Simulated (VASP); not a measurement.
Here is a VASP 6.6.1 calculation.

File INCAR:

```
  PREC = Accurate
  ENCUT = 520
  EDIFF = 1E-6
  ISMEAR = -1
  SIGMA = 0.05
  LREAL = F
  LASPH = T
  NELM = 150
  ALGO = Normal
  ISIF = 2
  LWAVE = F
  LCHARG = F
  ISPIN = 2
  MAGMOM = 1 0 0
  LORBIT = 11
  LMAXMIX = 6
  GGA = CA
  NBANDS = 23
```

KPOINTS

```
Automatic mesh
0
Gamma
  9 9 9
```

POSCAR

```
CeO2
1.0
    0.0000000000      2.7215554887      2.7215554887
    2.7215554887      0.0000000000      2.7215554887
    2.7215554887      2.7215554887      0.0000000000
Ce O
1 2
Direct
    0.0000000000      0.0000000000      0.0000000000
    0.7500000000      0.7500000000      0.7500000000
    0.2500000000      0.2500000000      0.2500000000
```

Potentials or basis: VASP PAW LDA potentials, release 64 (Ce, O).

The run is started by

```bash
$ cat potpaw_LDA.64/Ce/POTCAR potpaw_LDA.64/O/POTCAR > POTCAR
$ mpirun -np 1 vasp_std > vasp.out
```

Predict the band gap on the k mesh.

1.88 eV (least direct gap 1.94 eV).

Predict the net moment.

0.00 μB per cell.

Caveat: the magnetic or orbital state may not be the lowest; the cell stands under tension; the moments typed at the start vanished in this run; spin-orbit coupling is left out, which moves the levels of the heavy elements; an odd mesh through Γ misses points on the zone boundary, where band edges can lie.
